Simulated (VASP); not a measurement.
Input of a VASP 6.6.1 run:

Contents of INCAR:

```
ALGO = Normal ; DIPOL = 0.5 0.5 0.398
EDIFF = 1E-6 ; ENCUT = 520
GGA = PE ; IDIPOL = 3
ISIF = 2 ; ISMEAR = 0
LASPH = T ; LCHARG = T
LDIPOL = T ; LELF = T
LREAL = F ; LVACPOTAV = T
LVHAR = T ; LWAVE = F
NBANDS = 24 ; NELM = 80
PREC = Accurate ; SIGMA = 0.1
```

File KPOINTS:

```
k-points
0
Gamma
  9 9 1
```

File POSCAR:

```
Al8N
1.0
    2.8543223330      0.0000000000      0.0000000000
   -1.4271611665      2.4719156510      0.0000000000
    0.0000000000      0.0000000000     33.4760593533
Al N
8 1
Direct
    0.3333333333      0.6666666667      0.1194883770
    0.0000000000      0.0000000000      0.1895622803
    0.6666666667      0.3333333333      0.2596361837
    0.0000000000      0.0000000000      0.3297100869
    0.3333333333      0.6666666667      0.3992195594
    0.0000000000      0.0000000000      0.4696536480
    0.6666666667      0.3333333333      0.5400996810
    0.0000000000      0.0000000000      0.6116627748
    0.2222222222     -0.2222222222      0.6621466141
```

Potentials or basis: VASP PAW PBE potentials, release 64 (Al, N).

Launch:

```console
$ cat potpaw_PBE.64/Al/POTCAR potpaw_PBE.64/N/POTCAR > POTCAR
$ mpirun -np 1 vasp_std > vasp.out
```

Q: What does it give for the largest force?

A: 2.782 eV/Å.

Forces in eV/Å, atoms in the order of the input:
```
Al  -0.002  0.001 -0.101
Al   0.006 -0.004  0.041
Al   0.004 -0.002  0.036
Al   0.007 -0.004 -0.050
Al   0.003 -0.002  0.176
Al  -0.018  0.010 -0.106
Al  -0.028  0.016  0.200
Al  -0.217  0.126  2.572
N    0.244 -0.141 -2.767
```
